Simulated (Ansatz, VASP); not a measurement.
## One calculation of Sr, two programs

POSCAR

```
Sr
1.0
   -2.3139824838      2.3139824838      2.3139824838
    2.3139824838     -2.3139824838      2.3139824838
    2.3139824838      2.3139824838     -2.3139824838
Sr
1
Direct
    0.0000000000      0.0000000000      0.0000000000
```

File INCAR.step1:

```
SYSTEM = Sr
ALGO     = Normal         ! electronic algorithm
EDIFF    = 1E-4           ! SCF threshold, eV
ENCUT    = 520            ! plane-wave cutoff, eV
GGA      = PE             ! functional
ISMEAR   = -1             ! smearing method
LASPH    = .TRUE.         ! aspherical terms in the spheres
LCHARG   = .FALSE.        ! write CHGCAR
LREAL    = .FALSE.        ! projectors in reciprocal space
LWAVE    = .TRUE.         ! write WAVECAR
NBANDS   = 11             ! bands
NELM     = 100            ! most SCF steps
PREC     = Accurate       ! precision mode
SIGMA    = 0.1            ! smearing width, eV
```

INCAR.step2

```
SYSTEM = Sr
ALGO     = Normal         ! electronic algorithm
EDIFF    = 1E-6           ! SCF threshold, eV
ENCUT    = 520            ! plane-wave cutoff, eV
ISIF     = 2              ! what is computed and relaxed
ISMEAR   = -1             ! smearing method
ISTART   = 1            
LASPH    = .TRUE.         ! aspherical terms in the spheres
LCHARG   = .FALSE.        ! write CHGCAR
LMIXTAU  = .TRUE.       
LREAL    = .FALSE.        ! projectors in reciprocal space
LWAVE    = .FALSE.        ! write WAVECAR
METAGGA  = R2SCAN         ! meta-GGA
NBANDS   = 11             ! bands
NELM     = 100            ! most SCF steps
PREC     = Accurate       ! precision mode
SIGMA    = 0.1            ! smearing width, eV
```

The input KPOINTS:

```
k-points
0
G
  10 10 10
  0 0 0
```

Input for Ansatz:

```yaml
crystal:
  lattice:
    - [-2.3139824838, 2.3139824838, 2.3139824838]
    - [2.3139824838, -2.3139824838, 2.3139824838]
    - [2.3139824838, 2.3139824838, -2.3139824838]
  atoms:
    - { symbol: Sr, position: [0.0, 0.0, 0.0] }
hamiltonian:
  xc: r2scan
  pseudopotentials:
    kind: paw
    azcp:
      Sr: "pseudopotentials/Sr.paw.azcp"
basis:
  ecutwfc: 500
  fft_grid_basis: typed
kpoints:
  mp_grid: { grid: [10, 10, 10], shift: [0, 0, 0] }
magnetization:
  spin_polarized: false
scf:
  occupations: { method: fermi_dirac, width: 0.1 }
  lower_state_search: "off"
output:
  stress: true
```

Alike in both runs: task single point; functional r2SCAN; k mesh 10 × 10 × 10; occupations fermi-dirac, width 0.1 eV; no spin polarisation.

```csv
,VASP,Ansatz
version,VASP 6.6.1,Ansatz 0.2.0
potentials or method,"VASP PAW PBE potentials, release 64 (Sr_sv), cutoff 520 eV","plane waves (500 eV) with PAW, scalar-relativistic"
valence electrons in the cell,10,10
```

|  | VASP | Ansatz | Ansatz less VASP |
| --- | --- | --- | --- |
| pressure (GPa) | 1.7 | 1.7 | -0.02 |

VASP's potentials were made for PBE, not for r2SCAN.
